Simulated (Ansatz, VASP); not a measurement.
**Two plane-wave programs on Fe**

INCAR

```
PREC = Accurate
ENCUT = 600
EDIFF = 1E-7
ISMEAR = -1
SIGMA = 0.1
LREAL = False
LASPH = True
NELM = 120
ALGO = Normal
ISIF = 3
LWAVE = False
LCHARG = False
GGA = PS
IBRION = 2
NSW = 80
EDIFFG = -0.01
GGA_COMPAT = False
NELMIN = 4
```

The input KPOINTS:

```
Automatic mesh
0
Gamma
  11 11 11
```

The input POSCAR:

```
Fe
1.0
    0.0000000000      2.5145090540      2.5145090540
    2.5145090540      0.0000000000      2.5145090540
    2.5145090540      2.5145090540      0.0000000000
Fe
2
Direct
    0.1250000000      0.1250000000      0.1250000000
    0.8750000000      0.8750000000      0.8750000000
```

Input for Ansatz:

```yaml
crystal:
  lattice:
    - [0.0, 2.514509054, 2.514509054]
    - [2.514509054, 0.0, 2.514509054]
    - [2.514509054, 2.514509054, 0.0]
  atoms:
    - { symbol: Fe, position: [0.125, 0.125, 0.125] }
    - { symbol: Fe, position: [0.875, 0.875, 0.875] }
hamiltonian:
  xc: pbesol
  pseudopotentials:
    kind: paw
    azcp:
      Fe: "pseudopotentials/Fe.paw.azcp"
basis:
  ecutwfc: 420
  fft_grid_basis: typed
kpoints:
  mp_grid: { grid: [11, 11, 11], shift: [0, 0, 0] }
magnetization:
  spin_polarized: false
scf:
  occupations: { method: fermi_dirac, width: 0.1 }
relax:
  max_steps: 60
  f_tol: 0.01
  cell: {}
output:
  write_density: true
  write_potential: true
  elf: true
  volumetric_format: npy
```

Alike in both runs: task relaxation of cell and atoms; functional PBEsol; k mesh 11 × 11 × 11; occupations fermi-dirac, width 0.1 eV; no spin polarisation.

|  | VASP | Ansatz |
| --- | --- | --- |
| version | VASP 6.6.1 | Ansatz 0.2.0 |
| potentials or method | VASP PAW PBE potentials, release 64 (Fe_sv), cutoff 600 eV | plane waves (420 eV) with PAW, scalar-relativistic |
| valence electrons in the cell | 32 | 32 |

VASP gave:

* relaxed volume (Å³/atom): 13.77
* relaxed cell length with the largest relative difference (Å): 3.390

**Question.** Estimate Ansatz's values.

**Answer.** Relaxed volume (Å³/atom): 13.88; relaxed cell length with the largest relative difference (Å): 3.399.

VASP's potentials were made for PBE, not for PBEsol, and Ansatz warns of the same on its side.
